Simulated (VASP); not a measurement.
Input of a VASP 6.6.1 run:

File INCAR:

```
SYSTEM = HfN
ALGO = Normal ; EDIFF = 1E-8
ENCUT = 520 ; GGA = CA
ISIF = 2 ; ISMEAR = -1
LASPH = .True. ; LCHARG = .False.
LEFG = .True. ; LREAL = .False.
LWAVE = .False. ; NBANDS = 14
NELM = 100 ; PREC = Accurate
SIGMA = 0.03
```

The input KPOINTS:

```
k-points
0
Gamma
  10 10 10
  0 0 0
```

POSCAR

```
HfN
1.0
    0.0000000000      2.3041800000      2.2590000000
    2.3041800000      0.0000000000      2.2590000000
    2.3041800000      2.3041800000      0.0000000000
Hf N
1 1
Direct
    0.0000000000      0.0000000000      0.0000000000
    0.5000000000      0.5000000000      0.5000000000
```

Potentials or basis: VASP PAW LDA potentials, release 64 (Hf_pv, N).

Launch:

```console
$ cat potpaw_LDA.64/Hf_pv/POTCAR potpaw_LDA.64/N/POTCAR > POTCAR
$ mpirun -np 1 vasp_std > vasp.out
```

(1) Predict the pressure.

Answers

(1) -19.8 GPa.

Caveat: the cell differs from its parent crystal (equal xx and yy strain of +2 %); without QUAD_EFG the Cq values of the log hold for a quadrupole moment of 1 mb, not for the nuclei.
